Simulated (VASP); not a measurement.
Set up this calculation in VASP 6.6.1, as the native input.

| Quantity | Value |
| --- | --- |
| Task | single point |
| Functional | PBE |
| Dispersion | D3(BJ) |
| Potentials or basis | VASP PAW PBE potentials, release 64 (W_sv, Se) |
| Cutoff | 520 eV |
| k mesh | 9 × 9 × 2 |
| Occupations | gaussian, width 0.02 eV |
| Spin | no spin polarisation |
| Dipole correction | no |
| Further INCAR settings | ALGO = Normal; EDIFF = 1e-06; NBANDS = 35 |

The structure of WSe2 lies in POSCAR:

```
WSe2
1.0
    3.3118919715      0.0000000000      0.0000000000
   -1.6559459858      2.8681825819      0.0000000000
    0.0000000000      0.0000000000     13.7981671936
W Se
2 4
Direct
    0.6666666667      0.3333333333      0.2500021671
    0.3333333333      0.6666666667      0.7499978329
    0.3333333333      0.6666666667      0.3717375924
    0.6666666667      0.3333333333      0.8717332637
    0.3333333333      0.6666666667      0.1282667363
    0.6666666667      0.3333333333      0.6282624076
```

One way to write it, as run:

INCAR

```
SYSTEM = WSe2
PREC = Accurate ; ENCUT = 520
EDIFF = 1E-6 ; ISMEAR = 0
SIGMA = 0.02 ; LREAL = .False.
LASPH = .True. ; NELM = 60
ALGO = Normal ; ISIF = 2
LWAVE = .False. ; LCHARG = .False.
GGA = PE ; IVDW = 12
NBANDS = 35
```

KPOINTS

```
regular mesh
0
Gamma
  9 9 2
  0 0 0
```

Potentials or basis: VASP PAW PBE potentials, release 64 (W_sv, Se).

Run with:

```bash
$ cat potpaw_PBE.64/W_sv/POTCAR potpaw_PBE.64/Se/POTCAR > POTCAR
$ mpirun -np 1 vasp_std > vasp.out
```

It gave:

```
Pressure                   : -2.2 GPa
Largest force              : 0.044 eV/Å
Band gap on the k mesh     : 1.32 eV (least direct gap 1.52 eV)
Dispersion energy per atom : -0.430 eV
```

Caveat: spin-orbit coupling is left out, which moves the levels of the heavy elements.

It took 5.4 min on 1 thread of Intel Xeon 8259CL, with other jobs on the host, peak memory 0.34 GiB.
